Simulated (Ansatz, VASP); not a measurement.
# NiO in VASP and in Ansatz

```
Ni O
1.0
     0.00000    2.10816    2.10816
     2.10816    0.00000    2.10816
     2.10816    2.10816    0.00000
Ni O
1 1
Cartesian
  0.0000 0.0000 0.0000
  2.1082 2.1082 2.1082
```

Alike in both runs: functional PBE; k mesh 18 × 18 × 18; occupations gaussian, width 0.1 eV; collinear spin.

Ansatz relaxed the structure, and its values are those at the end. VASP's run is a single point on that final structure, the one shown.

|  | VASP | Ansatz |
| --- | --- | --- |
| version | VASP 6.6.1 | Ansatz 0.2.0 |
| potentials or method | VASP PAW PBE potentials, release 64 (Ni, O), cutoff 520 eV | scalar-relativistic, plane waves, PAW |
| valence electrons in the cell | 16 | 24 |

Ansatz gave:

```
gap on the k mesh at the Fermi level (eV)                     : none
pressure (GPa)                                                : 0.0
net moment per atom (μB)                                      : 0.90
size of the moment on the site where the two differ most (μB) : 0.29
```

Task: What did VASP give for the same quantities?

Result: gap on the k mesh at the Fermi level (eV): none; pressure (GPa): -0.4; net moment per atom (μB): 0.88; size of the moment on the site where the two differ most (μB): 0.27.

Site moments also hang on the region over which each program counts them. A gap of «none» marks a metal or a gap that the smearing closes. VASP's potentials hold 16 valence electrons a cell and Ansatz's 24, so a difference there can come from the potentials and not from the codes.
